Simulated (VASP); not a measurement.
## SiC: single point with PBE

The system is SiC.

```
CELL_PARAMETERS angstrom
3.13602 0.00000 0.00000
-1.56801 2.71587 0.00000
0.00000 0.00000 10.26816
ATOMIC_POSITIONS crystal
Si 0.00000 0.00000 0.18789
Si 0.00000 0.00000 0.68789
Si 0.33333 0.66667 0.43784
Si 0.66667 0.33333 0.93784
C 0.00000 0.00000 0.00046
C 0.00000 0.00000 0.50046
C 0.33333 0.66667 0.24980
C 0.66667 0.33333 0.74980
```

```
Program             : VASP 6.6.1
Task                : single point
Functional          : PBE
Potentials or basis : VASP PAW PBE potentials, release 64 (Si, C)
Cutoff              : 520 eV
k mesh              : 10 × 10 × 3
Occupations         : fermi-dirac, width 0.05 eV
Spin                : no spin polarisation
```

```json
{
  "Pressure": "-8.0 GPa",
  "Largest force": "0.013 eV/Å",
  "Band gap on the k mesh": "2.21 eV, indirect (least direct gap 3.32 eV)"
}
```

Forces in eV/Å, atoms in the order of the input:
```
Si   0.000  0.000 -0.006
Si   0.000  0.000 -0.006
Si   0.000  0.000  0.013
Si   0.000  0.000  0.013
C    0.000  0.000 -0.003
C    0.000  0.000 -0.003
C    0.000  0.000 -0.004
C    0.000  0.000 -0.004
```

Levels at points of the mesh, in eV from the valence-band top:
| k point | band 13 | band 14 | band 15 | band 16 | band 17 | band 18 | band 19 | band 20 |
| --- | --- | --- | --- | --- | --- | --- | --- | --- |
| (0.00, 0.00, 0.00) | -0.58 | -0.05 | 0.00 | 0.00 | 4.62 | 5.20 | 5.65 | 5.82 |
| (0.50, 0.00, 0.00) | -2.29 | -2.16 | -1.54 | -1.11 | 2.21 | 2.31 | 4.06 | 4.41 |

It took 48 s on 1 thread of Intel(R) Xeon(R) Platinum 8488C (Sapphire Rapids), with other jobs on the host, peak memory 0.21 GiB.

A k mesh can miss the band edges.
